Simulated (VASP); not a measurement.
Input of a VASP 6.6.1 run:

The input POSCAR:

```
YLuAs2
1.0
    2.0351943587      1.1750200108      6.6326431875
   -2.0351943587      1.1750200108      6.6326431875
    0.0000000000     -2.3500400217      6.6326431875
Y Lu As
1 1 2
Direct
    1.0000000000      0.0000000000      0.0000000000
    0.5000000000      0.5000000000      0.5000000000
    0.2478776991      0.2478776991      0.2478776991
    0.7521223009      0.7521223009      0.7521223009
```

File INCAR.step1:

```
SYSTEM = YLuAs2
PREC     = Accurate       ! precision mode
ENCUT    = 520            ! plane-wave cutoff, eV
ISMEAR   = -1             ! smearing method
SIGMA    = 0.02           ! smearing width, eV
LREAL    = .FALSE.        ! projectors in reciprocal space
LASPH    = .TRUE.         ! aspherical terms in the spheres
NELM     = 60             ! most SCF steps
NBANDS   = 31             ! bands
GGA      = PE             ! functional
ALGO     = Normal         ! electronic algorithm
EDIFF    = 1E-4           ! SCF threshold, eV
LWAVE    = .TRUE.         ! write WAVECAR
LCHARG   = .FALSE.        ! write CHGCAR
```

INCAR.step2

```
SYSTEM = YLuAs2
PREC     = Accurate       ! precision mode
ENCUT    = 520            ! plane-wave cutoff, eV
EDIFF    = 1E-6           ! SCF threshold, eV
ISMEAR   = -1             ! smearing method
SIGMA    = 0.02           ! smearing width, eV
LREAL    = .FALSE.        ! projectors in reciprocal space
LASPH    = .TRUE.         ! aspherical terms in the spheres
NELM     = 60             ! most SCF steps
ALGO     = Normal         ! electronic algorithm
ISIF     = 2              ! what is computed and relaxed
LWAVE    = .FALSE.        ! write WAVECAR
LCHARG   = .FALSE.        ! write CHGCAR
METAGGA  = R2SCAN         ! meta-GGA
LMIXTAU  = .TRUE.       
NBANDS   = 31             ! bands
ISTART   = 1
```

The input KPOINTS:

```
Automatic mesh
0
G
  8 8 8
  0 0 0
```

Potentials or basis: VASP PAW PBE potentials, release 64 (Y_sv, Lu, As).

Command:

```console
$ cat potpaw_PBE.64/Y_sv/POTCAR potpaw_PBE.64/Lu/POTCAR potpaw_PBE.64/As/POTCAR > POTCAR
$ cp INCAR.step1 INCAR
$ mpirun -np 1 vasp_std > vasp.out
$ cp INCAR.step2 INCAR
$ mpirun -np 1 vasp_std > vasp.out
```

(1) Estimate the pressure.

(2) Predict the largest force.

(3) What does it give for the band gap on the k mesh?

Results:

(1) 0.2 GPa.

(2) 0.031 eV/Å.

(3) zero (bands 23 and 24 overlap by 0.70 eV).

Caveat: the PAW data sets were made with another functional, which shifts forces and pressure a little; spin-orbit coupling is left out, which moves the levels of the heavy elements.
